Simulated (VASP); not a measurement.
The system is Rh.

```
CELL_PARAMETERS angstrom
0.00000 1.89785 1.89785
1.89785 0.00000 1.89785
1.89785 1.89785 0.00000
ATOMIC_POSITIONS crystal
Rh 0.00000 0.00000 0.00000
```

- Program: VASP 6.6.1
- Task: relaxation of cell and atoms
- Functional: PBEsol
- Potentials or basis: VASP PAW PBE potentials, release 64 (Rh_pv)
- Cutoff: 600 eV
- k mesh: 18 × 18 × 18
- Occupations: gaussian, width 0.1 eV
- Spin: no spin polarisation

At the start: pressure -3.8 GPa; volume 13.67 Å³/atom.

**Question.** How do energy, volume and symmetry change on relaxing?

**Answer.** Over 9 steps the energy falls by 2.1 meV/atom and the volume is 13.50 Å³/atom (-1.3 %); space group Fm-3m (No. 225, to 0.1 Å) before and after.

The path:
| step | energy change (eV) | largest force (eV/Å) | pressure (GPa) | volume (Å³) |
| --- | --- | --- | --- | --- |
| 1 | 0.0000 | 0.0000 | -3.78 | 13.67 |
| 2 | 0.0128 | 0.0000 | 11.01 | 13.04 |
| 3 | -0.0021 | 0.0000 | 0.07 | 13.50 |
| 4 | -0.0021 | 0.0000 | -0.17 | 13.50 |
| 5 | -0.0021 | 0.0000 | -0.08 | 13.50 |
| 6 | -0.0021 | 0.0000 | -0.06 | 13.50 |
| 7 | -0.0021 | 0.0000 | -0.08 | 13.50 |
| 8 | -0.0021 | 0.0000 | -0.08 | 13.50 |
| 9 | -0.0021 | 0.0000 | -0.03 | 13.50 |

Final structure:
```yaml
crystal:
  lattice:
    - [0.00000, 1.88968, 1.88968]
    - [1.88968, 0.00000, 1.88968]
    - [1.88968, 1.88968, 0.00000]
  atoms:
    - { symbol: Rh, position: [0.00000, 0.00000, 0.00000] }
```

Caveat: the PAW data sets were made with another functional, which shifts forces and pressure a little.
